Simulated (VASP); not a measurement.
A run of VASP 6.6.1 is set up as follows.

File INCAR:

```
  PREC = Accurate
  ENCUT = 520
  EDIFF = 1E-6
  ISMEAR = 0
  SIGMA = 0.15
  LREAL = F
  LASPH = T
  NELM = 80
  ALGO = Fast
  ISIF = 2
  LWAVE = F
  LCHARG = T
  GGA = PE
  LELF = T
  LVHAR = T
  NBANDS = 18
```

The input KPOINTS:

```
regular mesh
0
Gamma
  14 14 14
```

Contents of POSCAR:

```
TiAl3
1.0
   -1.9898692446      1.9898692446      4.0093556523
    1.9898692446     -1.9898692446      4.0093556523
    1.9898692446      1.9898692446     -4.0093556523
Ti Al
1 3
Direct
    0.0000000000      0.0000000000      0.0000000000
    0.5000000000      0.5000000000      0.0000000000
    0.7500000000      0.2347860607      0.4847860607
    0.2500000000      0.7652139393      0.5152139393
```

Potentials or basis: VASP PAW PBE potentials, release 64 (Ti_sv, Al).

Run with:

```bash
$ cat potpaw_PBE.64/Ti_sv/POTCAR potpaw_PBE.64/Al/POTCAR > POTCAR
$ mpirun -np 1 vasp_std > vasp.out
```

(1) What does it give for the band gap on the k mesh?

(2) Predict the largest force.

(3) What does it give for the pressure?

Answers

(1) zero (an odd number of electrons rules out a gap without spin polarisation).

(2) 0.496 eV/Å.

(3) 1.0 GPa.

Caveat: the cell differs from its parent crystal (atoms displaced along a vibrational mode, the cell strained).
